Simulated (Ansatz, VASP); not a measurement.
## One calculation of ZnS, two programs

INCAR

```
  PREC = Accurate
  ENCUT = 520
  EDIFF = 1E-7
  ISMEAR = -1
  SIGMA = 0.05
  LREAL = False
  LASPH = True
  NELM = 100
  ALGO = Normal
  ISIF = 2
  LWAVE = False
  LCHARG = False
  GGA = PE
  NBANDS = 26
```

The input KPOINTS:

```
regular mesh
0
Gamma
  5 5 3
```

Contents of POSCAR:

```
ZnS
1.0
    3.8110000000      0.0000000000      0.0000000000
   -1.9055000000      3.3004228138      0.0000000000
    0.0000000000      0.0000000000      6.2340000000
Zn S
2 2
Direct
    0.6666666667      0.3333333333      0.5000000000
    0.3333333333      0.6666666667      0.0000000000
    0.6666666667      0.3333333333      0.8850000000
    0.3333333333      0.6666666667      0.3850000000
```

The input input.yaml:

```yaml
crystal:
  lattice:
    - [3.811, 0.0, 0.0]
    - [-1.9055, 3.3004228138, 0.0]
    - [0.0, 0.0, 6.234]
  atoms:
    - { symbol: Zn, position: [0.6666666667, 0.3333333333, 0.5] }
    - { symbol: Zn, position: [0.3333333333, 0.6666666667, 0.0] }
    - { symbol: S, position: [0.6666666667, 0.3333333333, 0.885] }
    - { symbol: S, position: [0.3333333333, 0.6666666667, 0.385] }
hamiltonian:
  xc: pbe
  pseudopotentials: { kind: paw }
kpoints:
  mp_grid: { grid: [5, 5, 3] }
scf:
  occupations: { method: fermi_dirac, width: 0.05 }
output:
  forces: true
  stress: true
  eigenvalues: true
```

Alike in both runs: task single point; functional PBE; k mesh 5 × 5 × 3; occupations fermi-dirac, width 0.05 eV; no spin polarisation.

|  | VASP | Ansatz |
| --- | --- | --- |
| version | VASP 6.6.1 | Ansatz 0.2.0 |
| potentials or method | VASP PAW PBE potentials, release 64 (Zn, S) | Ansatz PAW |
| plane-wave cutoff (eV) | 520 | 420 |
| valence electrons in the cell | 36 | 36 |

```csv
,VASP,Ansatz,Ansatz less VASP
gap on the k mesh at the Fermi level (eV),2.25,2.25,-0.006
least direct gap on the mesh (eV),2.25,2.25,-0.006
pressure (GPa),2.5,2.4,-0.16
"traceless stress, the component that is largest in VASP (GPa)",-1.44,-1.42,+0.022
rms of the force components (eV/Å),0.189,0.187,-0.0019
```

Atom by atom the forces differ by 0.002 eV/Å (rms over components).

Noted on Ansatz's run: odd divisions of the mesh miss points on the zone boundary, where band edges often lie, so the gap on the mesh can be too wide.
